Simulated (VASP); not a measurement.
Input of a VASP 6.6.1 run:

The input INCAR:

```
  PREC = Accurate
  ENCUT = 520
  EDIFF = 1E-6
  ISMEAR = 0
  SIGMA = 0.05
  LREAL = Auto
  LASPH = T
  NELM = 150
  ALGO = Normal
  ISIF = 2
  LWAVE = F
  LCHARG = F
  ISPIN = 2
  MAGMOM = 0 0 0 0 0 0 0 0 0 0 0 0 0 0 0 0 0 0 0 0 0 0 0 0 1
  LORBIT = 11
  GGA = PE
  IVDW = 12
  NBANDS = 88
```

The input KPOINTS:

```
regular mesh
0
Gamma
  2 2 2
```

File POSCAR:

```
AlSi8O16
1.0
   -4.9501000000     -4.9501000000      0.0000000000
    4.9501000000     -4.9501000000      0.0000000000
    0.0000000000      0.0000000000      6.8760000000
Si O Al
8 16 1
Direct
    0.2270716154      0.4801247295      0.0036072386
   -0.0109033567      0.2018863138      0.2265473978
    0.8275486110      0.5098297231      0.4873759729
    0.0049148264      0.7944683161      0.7807006959
    0.6742793944      0.0028309496      0.0007010898
    0.4920659955      0.7125308120      0.2606976397
    0.2702669350     -0.0063550708      0.5067541599
    0.4898650522      0.3070643297      0.7172801614
    0.3493733865      0.5413077104      0.1956097689
    0.9756051811      0.3482532923      0.4166425834
    0.6727214923      0.4158915253      0.6288534794
    0.0662239607      0.6525347808      0.9647975580
    0.9567795654      0.6697207500      0.5896456867
    0.7064384982      0.6165020907      0.3082407104
    0.1431010774      0.2689756230      0.0514466741
    0.3417789410      0.4675243808      0.7988280886
    0.8000701031      0.0610947478      0.1889083049
    0.4163091445      0.8167985813      0.4547403754
    0.1746044746      0.9389994391      0.7177579512
    0.5550582966      0.1748405620      0.8998943397
    0.3983010393      0.1844486010      0.5424489889
    0.1238107319      0.0289877534      0.3305680816
    0.5111227899      0.8560061007      0.0772070130
    0.8148712609      0.9136045597      0.8366874387
    0.7751503636      0.4773622488      1.0354628909
```

Potentials or basis: VASP PAW PBE potentials, release 64 (Si, O, Al).

Run with:

```sh
$ cat potpaw_PBE.64/Si/POTCAR potpaw_PBE.64/O/POTCAR potpaw_PBE.64/Al/POTCAR > POTCAR
$ mpirun -np 1 vasp_std > vasp.out
```

(1) What does it give for the net moment?

(2) Estimate the band gap on the k mesh.

(3) What does it give for the pressure?

(4) What does it give for the largest force?

Answers

(1) 1.00 μB per cell.

(2) 0.81 eV.

(3) 2.4 GPa.

(4) 0.060 eV/Å.

Caveat: the k points lie up to 0.46 Å⁻¹ apart.
